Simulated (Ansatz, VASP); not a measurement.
# One calculation of Rb2Sn, two programs

```
Rb Sn
1.0
     6.37112    0.00000    0.00000
    -3.18556    5.51756    0.00000
     0.00000    0.00000    3.66734
Rb Sn
2 1
Cartesian
  0.0000 3.6784 1.8337
  3.1856 1.8392 1.8337
  0.0000 0.0000 0.0000
```

Alike in both runs: functional PBE; k mesh 12 × 12 × 12; occupations gaussian, width 0.1 eV; no spin polarisation.

Ansatz relaxed the structure, and its values are those at the end. VASP's run is a single point on that final structure, the one shown.

```csv
,VASP,Ansatz
version,VASP 6.6.1,Ansatz 0.2.0
potentials or method,"VASP PAW PBE potentials, release 64 (Rb_sv, Sn_d), cutoff 520 eV","scalar-relativistic, plane waves, PAW"
valence electrons in the cell,32,32
```

|  | VASP | Ansatz | Ansatz less VASP |
| --- | --- | --- | --- |
| gap on the k mesh at the Fermi level (eV) | none | none | - |
| pressure (GPa) | 0.0 | 0.0 | 0.00 |

A gap of «none» marks a metal or a gap that the smearing closes.
